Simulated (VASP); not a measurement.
Set up this calculation in VASP 6.6.1, as the native input.

| Quantity | Value |
| --- | --- |
| Task | single point |
| Functional | r2SCAN |
| Potentials or basis | VASP PAW PBE potentials, release 64 (Ti_sv, C) |
| Cutoff | 520 eV |
| k mesh | 18 × 18 × 12 |
| Occupations | gaussian, width 0.1 eV |
| Spin | no spin polarisation |
| Dipole correction | no |
| Further INCAR settings | ALGO = Normal; EDIFF = 1e-07; NBANDS = 24 |

The system is TiC.

```
CELL_PARAMETERS angstrom
2.20719 2.20719 0.00000
-2.20719 2.20719 0.00000
0.00000 0.00000 4.41439
ATOMIC_POSITIONS crystal
Ti 0.00000 0.00000 0.00000
Ti 0.50000 0.50000 0.50000
C 0.50000 0.50000 0.00000
C 0.00000 0.00000 0.50000
```

This cell differs from its parent crystal: equal strain along all axes, cell held: +2.0 %.

The input as run:

POSCAR

```
TiC
1.0
    2.2071926127      2.2071926127      0.0000000000
   -2.2071926127      2.2071926127      0.0000000000
    0.0000000000      0.0000000000      4.4143852254
Ti C
2 2
Direct
    0.0000000000      0.0000000000      0.0000000000
    0.5000000000      0.5000000000      0.5000000000
    0.5000000000      0.5000000000      0.0000000000
    0.0000000000      0.0000000000      0.5000000000
```

INCAR.step1

```
SYSTEM = TiC
ALGO     = Normal         ! electronic algorithm
EDIFF    = 1E-4           ! SCF threshold, eV
ENCUT    = 520            ! plane-wave cutoff, eV
GGA      = PE             ! functional
ISMEAR   = 0              ! smearing method
LASPH    = .True.         ! aspherical terms in the spheres
LCHARG   = .False.        ! write CHGCAR
LREAL    = .False.        ! projectors in reciprocal space
LWAVE    = .True.         ! write WAVECAR
NBANDS   = 24             ! bands
NELM     = 100            ! most SCF steps
PREC     = Accurate       ! precision mode
SIGMA    = 0.1            ! smearing width, eV
```

INCAR.step2

```
SYSTEM = TiC
ALGO     = Normal         ! electronic algorithm
EDIFF    = 1E-7           ! SCF threshold, eV
ENCUT    = 520            ! plane-wave cutoff, eV
ISIF     = 2              ! what is computed and relaxed
ISMEAR   = 0              ! smearing method
ISTART   = 1            
LASPH    = .True.         ! aspherical terms in the spheres
LCHARG   = .False.        ! write CHGCAR
LMIXTAU  = .True.       
LREAL    = .False.        ! projectors in reciprocal space
LWAVE    = .False.        ! write WAVECAR
METAGGA  = R2SCAN         ! meta-GGA
NBANDS   = 24             ! bands
NELM     = 100            ! most SCF steps
PREC     = Accurate       ! precision mode
SIGMA    = 0.1            ! smearing width, eV
```

KPOINTS

```
k-points
0
Gamma
  18 18 12
  0 0 0
```

Potentials or basis: VASP PAW PBE potentials, release 64 (Ti_sv, C).

Launch:

```sh
$ cat potpaw_PBE.64/Ti_sv/POTCAR potpaw_PBE.64/C/POTCAR > POTCAR
$ cp INCAR.step1 INCAR
$ mpirun -np 1 vasp_std > vasp.out
$ cp INCAR.step2 INCAR
$ mpirun -np 1 vasp_std > vasp.out
```

Results of the run:

The pressure is -13.1 GPa. The band gap on the k mesh is zero (bands 16 and 17 overlap by 1.29 eV).

Caveat: the cell differs from its parent crystal (equal strain along all axes, cell held: +2.0 %); the cell stands under tension; the PAW data sets were made with another functional, which shifts forces and pressure a little.

Wall time 10 min on 1 thread of Intel(R) Xeon(R) 6975P-C (Granite Rapids), with other jobs on the host, peak memory 0.43 GiB.
